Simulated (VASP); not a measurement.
Write the native input for VASP 6.6.1 that does the following.

```yaml
Task: single point
Functional: LDA
Potentials_or_basis: VASP PAW LDA potentials, release 64 (Os, Ir)
Cutoff: 520 eV
k_mesh: 15 × 15 × 1
Occupations: fermi-dirac, width 0.1 eV
Spin: no spin polarisation
Dipole_correction: yes
Further_INCAR_settings: ALGO = Normal; EDIFF = 1e-06; NBANDS = 28
```

The structure of IrOs4 lies in POSCAR:

```
IrOs4
1.0
    2.7156192245      0.0000000000      0.0000000000
   -1.3578096122      2.3517952354      0.0000000000
    0.0000000000      0.0000000000     24.5824000000
Os Ir
4 1
Direct
    0.0000000000      0.0000000000      0.3280289655
    0.3333333333      0.6666666667      0.4119187140
    0.3333333333      0.6666666667      0.5880812825
    0.0000000000      0.0000000000      0.6719710352
    0.0000000000      0.0000000000      0.5000000025
```

One way to write it, as run:

INCAR

```
SYSTEM = IrOs4
PREC = Accurate ; ENCUT = 520
EDIFF = 1E-6 ; ISMEAR = -1
SIGMA = 0.1 ; LREAL = .FALSE.
LASPH = .TRUE. ; NELM = 100
ALGO = Normal ; ISIF = 2
LWAVE = .FALSE. ; LCHARG = .FALSE.
LDIPOL = .TRUE. ; IDIPOL = 3
DIPOL = 0.5 0.5 0.500 ; NBANDS = 28
```

KPOINTS

```
Automatic mesh
0
G
  15 15 1
  0 0 0
```

Potentials or basis: VASP PAW LDA potentials, release 64 (Os, Ir).

The run is started by

```bash
$ cat potpaw_LDA.64/Os/POTCAR potpaw_LDA.64/Ir/POTCAR > POTCAR
$ mpirun -np 1 vasp_std > vasp.out
```

It gave:

```
Largest force          : 0.495 eV/Å
Band gap on the k mesh : zero (an odd number of electrons rules out a gap without spin polarisation)
```

Caveat: spin-orbit coupling is left out, which moves the levels of the heavy elements.

It took 74 s on 1 thread of Intel(R) Xeon(R) 6975P-C (Granite Rapids) (shared host), peak memory 0.28 GiB.
